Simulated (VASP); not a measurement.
# B (Cmcm) in VASP: a series of runs

Runs on B. Level: LDA. Tasks: single point.

Everything below comes from runs of VASP 6.6.1. Logs are shortened: lines on timing, memory, paths and dates and some standing lists are left out, and cuts for length are marked.

## Step 1: The cell of the first run

Symmetry: Cmcm, No. 63, orthorhombic system. The conventional cell has a = 1.637 Å, b = 7.322 Å, c = 2.856 Å, α = 90.00°, β = 90.00°, γ = 90.00°. Within 2.2 Å of B (site symmetry m2m) lie 6 B at 1.64 to 1.85 Å.

## Step 2: Single point, LDA (volume scaled by 1.04)

Input file INCAR:

```
  PREC = Accurate
  ENCUT = 520
  EDIFF = 1E-7
  ISMEAR = -1
  SIGMA = 0.1
  LREAL = False
  LASPH = True
  NELM = 80
  ALGO = Normal
  ISIF = 2
  LWAVE = False
  LCHARG = False
  GGA = CA
  NBANDS = 10
```

Input file KPOINTS:

```
regular mesh
0
Gamma
  22 22 13
```

Input file POSCAR:

```
B
1.0
   -2.4947928893      2.6827455462      0.8078764630
    2.6827455462     -2.4947928893      0.8078764630
    1.9928616293      1.9928616293     -0.4636408278
B
2
Direct
    0.0679677043      0.9320322957      0.0000000000
    0.6820322957      0.3179677043      0.5000000000
```

Potentials or basis: VASP PAW LDA potentials, release 64 (B).

Run with:

```console
$ cat potpaw_LDA.64/B/POTCAR > POTCAR
$ mpirun -np 1 vasp_std > vasp.out
```

OUTCAR:

```text
PREC = Accurate
   ENCUT = 520
   EDIFF = 1E-7
   ISMEAR = -1
   LREAL = False
   LASPH = True
   NELM = 80
   ISIF = 2
   GGA = CA

 ion  position               nearest neighbor table
   1  0.068  0.932  0.000-   2 1.85   2 1.85   2 1.85   2 1.85
   2  0.682  0.318  0.500-   1 1.85   1 1.85   1 1.85   1 1.85

  LATTYP: Found a base centered orthorhombic cell.
 ALAT       =     1.6374705861
 B/A-ratio  =     4.4716192995
 C/A-ratio  =     1.7442840870

  Lattice vectors:

 A1 = (  -2.4947928893,   2.6827455462,   0.8078764630)
 A2 = (   2.6827455462,  -2.4947928893,   0.8078764630)
 A3 = (   1.9928616293,   1.9928616293,  -0.4636408278)

Analysis of symmetry for initial positions (statically):
=====================================================================
 Subroutine PRICEL returns:
 Original cell was already a primitive cell.

 Routine SETGRP: Setting up the symmetry group for a
 base centered orthorhombic supercell.

 Subroutine GETGRP returns: Found  8 space group operations
 (whereof  4 operations were pure point group operations)
 out of a pool of  8 trial point group operations.

The static configuration has the point symmetry C_2v.
 The point group associated with its full space group is D_2h.

Analysis of symmetry for dynamics (positions and initial velocities):
=====================================================================
 Subroutine PRICEL returns:
 Original cell was already a primitive cell.

 Routine SETGRP: Setting up the symmetry group for a
 base centered orthorhombic supercell.

 Subroutine GETGRP returns: Found  8 space group operations
 (whereof  4 operations were pure point group operations)
 out of a pool of  8 trial point group operations.

The dynamic configuration has the point symmetry C_2v.
 The point group associated with its full space group is D_2h.

 Subroutine INISYM returns: Found  8 space group operations
 (whereof  4 operations are pure point group operations),
 and found     1 'primitive' translations

----------------------------------------------------------------------------------------

                                     Primitive cell

  volume of cell :      17.1227

  direct lattice vectors                    reciprocal lattice vectors
    -2.494792889  2.682745546  0.807876463    -0.026473502  0.166668473  0.602598310
     2.682745546 -2.494792889  0.807876463     0.166668473 -0.026473502  0.602598310
     1.992861629  1.992861629 -0.463640828     0.244284392  0.244284392 -0.056832824

  length of vectors
     3.751503646  3.751503646  2.856213886     0.625782670  0.625782670  0.350113836

  position of ions in fractional coordinates (direct lattice)
     0.067967704  0.932032296  0.000000000
     0.682032296  0.317967704  0.500000000

  ion indices of the primitive-cell ions
   primitive index   ion index
                 1           1
                 2           2

----------------------------------------------------------------------------------------

 KPOINTS: regular mesh

Automatic generation of k-mesh.
 Grid dimensions read from file:
 generate k-points for:   22   22   13

 Generating k-lattice:

  Cartesian coordinates                     Fractional coordinates (reciprocal lattice)
    -0.001203341  0.007575840  0.027390832     0.045454545  0.000000000  0.000000000
     0.007575840 -0.001203341  0.027390832     0.000000000  0.045454545  0.000000000
     0.018791107  0.018791107 -0.004371756     0.000000000  0.000000000  0.076923077

  Length of vectors
     0.028444667  0.028444667  0.026931834

  Shift w.r.t. Gamma in fractional coordinates (k-lattice)
     0.000000000  0.000000000  0.000000000

 Subroutine IBZKPT returns following result:
 ===========================================

 Found    931 irreducible k-points:

 Following reciprocal coordinates:
            Coordinates               Weight
  0.000000  0.000000  0.000000      1.000000
  0.045455  0.000000 -0.000000      4.000000
  0.090909  0.000000 -0.000000      4.000000
  0.136364  0.000000 -0.000000      4.000000
  0.181818 -0.000000  0.000000      4.000000
  0.227273 -0.000000  0.000000      4.000000
[... 16 lines left out ...]
  0.500000  0.045455  0.000000      4.000000
 -0.454545  0.045455  0.000000      4.000000
 [... further k-points ...]
   k-points           NKPTS =    931   k-points in BZ     NKDIM =    931   number of bands    NBANDS=     10
   number of dos      NEDOS =    301   number of ions     NIONS =      2
   total plane-waves  NPLWV =  18816
   dimension x,y,z NGX =    28 NGY =   28 NGZ =   24
   dimension x,y,z NGXF=    56 NGYF=   56 NGZF=   48
   ions per type =               2
   NGX,Y,Z   is equivalent  to a cutoff of  12.41, 12.41, 13.97 a.u.
   NGXF,Y,Z  is equivalent  to a cutoff of  24.82, 24.82, 27.94 a.u.
 SYSTEM =  unknown system
   PREC   = accura    normal or accurate (medium, high low for compatibility)
   ISTART =      0    job   : 0-new  1-cont  2-samecut
   ICHARG =      2    charge: 1-file 2-atom 10-const
   ISPIN  =      1    spin polarized calculation?
   LNONCOLLINEAR =      F non collinear calculations
   LSORBIT =      F    spin-orbit coupling
   LASPH  =      T    aspherical Exc in radial PAW
   ENCUT  =  520.0 eV  38.22 Ry    6.18 a.u.   6.98  6.98  5.31*2*pi/ulx,y,z
   NELM   =     80;   NELMIN=  2; NELMDL= -5     # of ELM steps
   EDIFF  = 0.1E-06   stopping-criterion for ELM
   LREAL  =      F    real-space projection
   EDIFFG = 0.1E-05   stopping-criterion for IOM
   NSW    =      0    number of steps for IOM
   IBRION =     -1    ionic relax: 0-MD 1-quasi-New 2-CG
   NFREE  =      0    steps in history (QN), initial steepest desc. (CG)
   ISIF   =      2    stress and relaxation
   ISYM   =      2    0-nonsym 1-usesym 2-fastsym
   POTIM  = 0.5000    time-step for ionic-motion
   TEBEG  =    0.0;   TEEND  =   0.0 temperature during run
   PSTRESS=    0.0 pullay stress
   NELECT =       6.0000    total number of electrons
   NUPDOWN=      -1.0000    fix difference up-down
   EMIN   =  10.00;   EMAX   =-10.00  energy-range for DOS
   EFERMI =   0.00;   METHOD = LEGACY
   ISMEAR =    -1;   SIGMA  =   0.10  broadening in eV -4-tet -1-fermi 0-gaus
   EFERMI_NEDOS =   21; number of points for ismear=-14 and -15
   IALGO  =     38    algorithm
   IMIX   =      4    mixing-type and parameters
     AMIX     =   0.40;   BMIX     =  1.00
     AMIX_MAG =   1.60;   BMIX_MAG =  1.00
  volume/ion in A,a.u.               =       8.56        57.77
  Fermi-wavevector in a.u.,A,eV,Ry     =   1.154165  2.181055 18.124263  1.332096
  Thomas-Fermi vector in A             =   2.290803
   LORBIT       =      0    0 simple, 1 ext, 2 COOP (PROOUT), +10 PAW based schemes
   GGA     = CA    functional components
   LHFCALC =     F    Hartree Fock is set to
   AEXX    =    0.0000 exact exchange contribution
   IVDW    =     0    specifies the selected vdW correction
   LEPSILON=     F    determine dielectric tensor
   LRPA    =     F    only Hartree local field effects (RPA)
 non-spin polarized calculation
  energy-cutoff  :      520.00
  volume of cell :       17.12
 maximum number of plane-waves:       475
   NGX = 13   NGY = 13   NGZ = 11

 number of electron       6.0000000 magnetization

 Free energy of the ion-electron system (eV)
  ---------------------------------------------------
  ext. energy  EPLUGINS =         0.00000000
  ---------------------------------------------------
  free energy    TOTEN  =       -13.91107270 eV

  energy without entropy =      -13.90008526  energy(sigma->0) =      -13.90557898

 E-fermi :   5.0702     XC(G=0): -10.8643

 val. band max:        5.0524559090   @ k =  -0.4091   0.0909   0.0000
 cond. band min:       5.0759457007   @ k =  -0.4545   0.1364   0.0000
 fundamental gap:      0.0234897917
 Fermi energy:         5.0702115788

 k-point     1 :       0.0000    0.0000    0.0000
  band No.  band energies     occupation
      1     -11.0204      2.00000
      2      -0.3165      2.00000
      3      -0.2023      2.00000
      4       2.5399      2.00000
      5       8.1322      0.00000
      6      13.8108      0.00000
      7      17.5656      0.00000
      8      21.2241      0.00000
      9      23.4162      0.00000
     10      26.1821      0.00000

 k-point     2 :       0.0455    0.0000   -0.0000
  band No.  band energies     occupation
      1     -10.9371      2.00000
      2      -0.2062      2.00000
      3      -0.1572      2.00000
      4       2.6932      2.00000
      5       8.1496      0.00000
      6      13.8933      0.00000
      7      17.5790      0.00000
      8      21.2788      0.00000
      9      23.5550      0.00000
     10      25.5818      0.00000

 k-point     3 :       0.0909    0.0000   -0.0000
  band No.  band energies     occupation
      1     -10.6876      2.00000
      2      -0.0150      2.00000
      3       0.1244      2.00000
      4       3.1407      2.00000
      5       8.1957      0.00000
      6      14.1382      0.00000
      7      17.6098      0.00000
      8      21.3598      0.00000
      9      23.9693      0.00000
     10      24.2354      0.00000

 k-point     4 :       0.1364    0.0000   -0.0000
  band No.  band energies     occupation
      1     -10.2743      2.00000
      2       0.2351      2.00000
      3       0.6743      2.00000
      4       3.8509      1.99999
      5       8.2528      0.00000
      6      14.5373      0.00000
      7      17.6217      0.00000
      8      20.9499      0.00000
      9      23.2465      0.00000
     10      24.6521      0.00000

 k-point     5 :       0.1818   -0.0000    0.0000
  band No.  band energies     occupation
      1      -9.7005      2.00000
      2       0.5904      2.00000
      3       1.4416      2.00000
      4       4.7785      1.89739
      5       8.2980      0.00000
      6      15.0720      0.00000
      7      17.5221      0.00000
      8      19.6715      0.00000
      9      23.4000      0.00000
     10      25.5860      0.00000

 k-point     6 :       0.2273   -0.0000    0.0000
  band No.  band energies     occupation
      1      -8.9718      2.00000
      2       1.0161      2.00000
      3       2.4232      2.00000
      4       5.8352      0.00095
      5       8.3462      0.00000
      6      15.7015      0.00000
      7      17.0921      0.00000
      8      18.5170      0.00000
      9      24.0282      0.00000
     10      24.5691      0.00000
[... 183 lines left out ...]
 k-point    21 :       0.4091    0.0455    0.0000
  band No.  band energies     occupation
      1      -3.4055      2.00000
      2      -0.6492      2.00000
      3       9.4082      0.00000
      4      10.2243      0.00000
      5      12.2435      0.00000
      6      14.1704      0.00000
      7      15.1103      0.00000
      8      15.8605      0.00000
      9      19.0588      0.00000
     10      24.4317      0.00000

 k-point    22 :       0.4545    0.0455    0.0000
  band No.  band energies     occupation
      1      -2.0958      2.00000
      2      -1.9252      2.00000
      3       9.6604      0.00000
      4      12.1152      0.00000
      5      12.1561      0.00000
      6      12.2839      0.00000
      7      15.7649      0.00000
      8      15.8253      0.00000
      9      18.9208      0.00000
     10      23.8130      0.00000

 k-point    23 :       0.5000    0.0455    0.0000
  band No.  band energies     occupation
      1      -3.3416      2.00000
      2      -0.7126      2.00000
      3       8.8197      0.00000
      4      10.2684      0.00000
      5      12.8464      0.00000
      6      14.1161      0.00000
      7      15.2661      0.00000
      8      15.9002      0.00000
      9      19.4857      0.00000
     10      24.2248      0.00000

 k-point    24 :      -0.4545    0.0455    0.0000
  band No.  band energies     occupation
      1      -4.6612      2.00000
      2       0.4390      2.00000
      3       7.8340      0.00000
      4       8.3723      0.00000
      5      12.8776      0.00000
      6      15.1199      0.00000
      7      15.7176      0.00000
      8      15.7865      0.00000
      9      20.3357      0.00000
     10      25.2568      0.00000

 [... further k-points ...]
[... 5 lines left out ...]
  --------------------------------------------------------------------------------------
  -------------------------------------------------------------------------------------
  Total       -0.4632909     -0.4632909     -1.4278008     -0.2248333     -0.0884362     -0.0884362
  in kB      -43.3502645    -43.3502645   -133.5997489    -21.0377174     -8.2749971     -8.2749971
  external PRESSURE =     -73.4334260 kB  Pullay stress =       0.0000000 kB

 VOLUME and BASIS-vectors are now :
 -----------------------------------------------------------------------------
  energy-cutoff  :      520.00
  volume of cell :       17.12
      direct lattice vectors                 reciprocal lattice vectors
    -2.494792889  2.682745546  0.807876463    -0.026473502  0.166668473  0.602598310
     2.682745546 -2.494792889  0.807876463     0.166668473 -0.026473502  0.602598310
     1.992861629  1.992861629 -0.463640828     0.244284392  0.244284392 -0.056832824

 POSITION                                       TOTAL-FORCE (eV/Angst)
 -----------------------------------------------------------------------------------
      2.33084     -2.14289      0.80788        -0.130019      0.130019      0.000000
      0.14793      2.03289      0.57606         0.130019     -0.130019     -0.000000
 -----------------------------------------------------------------------------------
    total drift:                               -0.000000     -0.000000      0.000000

  FREE ENERGIE OF THE ION-ELECTRON SYSTEM (eV)
  ---------------------------------------------------
  free  energy   TOTEN  =       -13.9110727047 eV

  energy  without entropy=      -13.9000852554  energy(sigma->0) =      -13.90557898
```

Wall time 78 s (1 thread of Intel Xeon 6975P-C (Granite Rapids), shared host); peak memory 0.23 GiB.

What came out:

- Free energy: -13.9111 eV
- Pressure: -7.3 GPa
- Largest force: 0.184 eV/Å
- Band gap on the k mesh: zero (band 3 reaches 10.18 eV, above the bottom of band 4 at 0.89 eV)

Forces in eV/Å, atoms in the order of the input:
```
B   -0.130  0.130  0.000
B    0.130 -0.130  0.000
```

## Step 3: Single point, LDA (volume scaled by 1.08)

Changes to INCAR since step 2:

```diff
@@ -2,3 +2,3 @@
   ENCUT = 520
-  EDIFF = 1E-7
+  EDIFF = 1E-6
   ISMEAR = -1
```

KPOINTS is that of step 2.

Input file POSCAR:

```
B
1.0
   -2.5263758989      2.7167079559      0.8181038331
    2.7167079559     -2.5263758989      0.8181038331
    2.0180904041      2.0180904041     -0.4695103221
B
2
Direct
    0.0679677043      0.9320322957      0.0000000000
    0.6820322957      0.3179677043      0.5000000000
```

Potentials or basis: VASP PAW LDA potentials, release 64 (B).

Run with:

```console
$ cat potpaw_LDA.64/B/POTCAR > POTCAR
$ mpirun -np 1 vasp_std > vasp.out
```

OUTCAR:

```text
PREC = Accurate
   ENCUT = 520
   EDIFF = 1E-6
   ISMEAR = -1
   LREAL = False
   LASPH = True
   NELM = 80
   ISIF = 2
   GGA = CA

 ion  position               nearest neighbor table
   1  0.068  0.932  0.000-   2 1.87   2 1.87   2 1.87   2 1.87
   2  0.682  0.318  0.500-   1 1.87   1 1.87   1 1.87   1 1.87

  LATTYP: Found a base centered orthorhombic cell.
 ALAT       =     1.6582002626
 B/A-ratio  =     4.4716192993
 C/A-ratio  =     1.7442840869

  Lattice vectors:

 A1 = (  -2.5263758989,   2.7167079559,   0.8181038331)
[... 491 lines left out ...]
      6      14.4410      0.00000
      7      14.9770      0.00000
      8      15.0676      0.00000
      9      19.7212      0.00000
     10      24.5109      0.00000

 [... further k-points ...]
[... 5 lines left out ...]
  --------------------------------------------------------------------------------------
  -------------------------------------------------------------------------------------
  Total       -0.8757937     -0.8757937     -2.7862533     -0.4623148     -0.1731410     -0.1731410
  in kB      -78.9131551    -78.9131551   -251.0546087    -41.6567507    -15.6008234    -15.6008234
  external PRESSURE =    -136.2936396 kB  Pullay stress =       0.0000000 kB

 VOLUME and BASIS-vectors are now :
 -----------------------------------------------------------------------------
  energy-cutoff  :      520.00
  volume of cell :       17.78
      direct lattice vectors                 reciprocal lattice vectors
    -2.526375899  2.716707956  0.818103833    -0.026142548  0.164584899  0.595065041
     2.716707956 -2.526375899  0.818103833     0.164584899 -0.026142548  0.595065041
     2.018090404  2.018090404 -0.469510322     0.241230517  0.241230517 -0.056122339

 POSITION                                       TOTAL-FORCE (eV/Angst)
 -----------------------------------------------------------------------------------
      2.36035     -2.17002      0.81810        -0.221638      0.221638     -0.000000
      0.14980      2.05862      0.58335         0.221638     -0.221638      0.000000
 -----------------------------------------------------------------------------------
    total drift:                               -0.000000     -0.000000      0.000000

  FREE ENERGIE OF THE ION-ELECTRON SYSTEM (eV)
  ---------------------------------------------------
  free  energy   TOTEN  =       -13.8679669185 eV

  energy  without entropy=      -13.8565944270  energy(sigma->0) =      -13.86228067
```

OSZICAR:

```text
N       E                     dE             d eps       ncg     rms          rms(c)
DAV:   1    -0.337359020394E-01   -0.33736E-01   -0.27509E+03 18964   0.507E+02
DAV:   2    -0.143079045669E+02   -0.14274E+02   -0.13879E+02 24262   0.993E+01
DAV:   3    -0.145392577826E+02   -0.23135E+00   -0.23043E+00 22276   0.994E+00
DAV:   4    -0.145396107060E+02   -0.35292E-03   -0.35291E-03 20670   0.438E-01
DAV:   5    -0.145396111385E+02   -0.43247E-06   -0.43276E-06 21386   0.153E-02    0.388E+00
DAV:   6    -0.140317014032E+02    0.50791E+00   -0.49440E-01 19444   0.300E+00    0.211E+00
DAV:   7    -0.138682770175E+02    0.16342E+00   -0.48996E-01 20202   0.305E+00    0.347E-01
DAV:   8    -0.138679870372E+02    0.28998E-03   -0.82214E-03 19756   0.638E-01    0.570E-02
DAV:   9    -0.138679688909E+02    0.18146E-04   -0.24248E-04 20868   0.899E-02    0.201E-02
DAV:  10    -0.138679667185E+02    0.21724E-05   -0.15613E-05 20278   0.234E-02    0.339E-03
DAV:  11    -0.138679669185E+02   -0.20007E-06   -0.19533E-07 11814   0.365E-03
   1 F= -.13867967E+02 E0= -.13862281E+02  d E =-.113725E-01
```

stdout:

```text
POSCAR found type information on POSCAR B
 POSCAR found :  1 types and       2 ions
 scaLAPACK will be used
 LDA part: xc-table for (Slater(with rela. corr.)+CA(PZ))
 , standard interpolation
 POSCAR, INCAR and KPOINTS ok, starting setup
 FFT: planning ... GRIDC
 FFT: planning ... GRID_SOFT
 FFT: planning ... GRID
 WAVECAR not read
 entering main loop
```

Run time: 68 s. Hardware: 1 thread of Intel Xeon 6975P-C (Granite Rapids), shared host; peak memory 0.24 GiB.

Results:

* Free energy: -13.8680 eV
* Pressure: -13.6 GPa
* Largest force: 0.313 eV/Å
* Band gap on the k mesh: zero (band 3 reaches 9.72 eV, above the bottom of band 4 at 0.70 eV)

Forces on the atoms (eV/Å):
```
B   -0.222  0.222  0.000
B    0.222 -0.222  0.000
```

(Continued in part 2 of 2.)
